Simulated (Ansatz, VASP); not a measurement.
**TaN: VASP beside Ansatz**

```
Ta N
1.0
     3.12987    0.00000    0.00000
    -1.56494    2.71055    0.00000
     0.00000    0.00000    7.61863
Ta N
3 3
Cartesian
  0.0000 0.0000 0.0000
  0.0000 1.8070 2.5395
  1.5649 0.9035 5.0791
  1.5649 0.9035 1.2698
  0.0000 0.0000 3.8093
  0.0000 1.8070 6.3489
```

Alike in both runs: functional PBE; k mesh 12 × 12 × 6; occupations gaussian, width 0.1 eV; no spin polarisation.

Ansatz relaxed the structure, and its values are those at the end. VASP's run is a single point on that final structure, the one shown.

|  | VASP | Ansatz |
| --- | --- | --- |
| version | VASP 6.6.1 | Ansatz 0.2.0 |
| potentials or method | VASP PAW PBE potentials, release 64 (Ta_pv, N), cutoff 520 eV | scalar-relativistic, plane waves, PAW |
| valence electrons in the cell | 48 | 54 |

```csv
,VASP,Ansatz,Ansatz less VASP
gap on the k mesh at the Fermi level (eV),none,none,-
pressure (GPa),0.8,0.0,-0.76
```

A gap of «none» marks a metal or a gap that the smearing closes. With one functional, cell and mesh, what is left measures potentials, basis and numerics. VASP's potentials hold 48 valence electrons a cell and Ansatz's 54, so a difference there can come from the potentials and not from the codes.

Neither program's run includes spin-orbit coupling.
